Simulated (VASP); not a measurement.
H, 2 atoms in the cell. Symmetry: I4/mmm, No. 139, tetragonal system. The conventional cell has a = 3.383 Å, b = 3.383 Å, c = 4.117 Å, α = 90.00°, β = 90.00°, γ = 90.00°. Within 1.0 Å of H (site symmetry 4mm) lie 1 H at 0.74 Å. 

```yaml
Program: VASP 6.6.1
Task: relaxation of cell and atoms
Functional: PBEsol
Potentials_or_basis: VASP PAW PBE potentials, release 64 (H_h)
Cutoff: 910 eV
k_mesh: 14 × 14 × 14
Occupations: fermi-dirac, width 0.08 eV
Spin: no spin polarisation
Dipole_correction: no
Further_INCAR_settings: ALGO = Normal; EDIFF = 1e-07; IBRION = 2; EDIFFG = -0.002; NSW = 100; ISIF = 3
```

Potentials or basis: VASP PAW PBE potentials, release 64 (H_h).

Launch:

```bash
$ cat potpaw_PBE.64/H_h/POTCAR > POTCAR
$ mpirun -np 1 vasp_std > vasp.out
```

Hardware: 1 thread of Intel(R) Xeon(R) Platinum 8259CL CPU @ 2.50GHz (Skylake/Cascade Lake), with other jobs on the host.

Estimate the wall time of this run.

Wall time 9.3 min on 1 thread of Intel(R) Xeon(R) Platinum 8259CL CPU @ 2.50GHz (Skylake/Cascade Lake), on a shared host, peak memory 0.2 GiB. Counts: scf iterations 204, k points 244, ion steps 46.
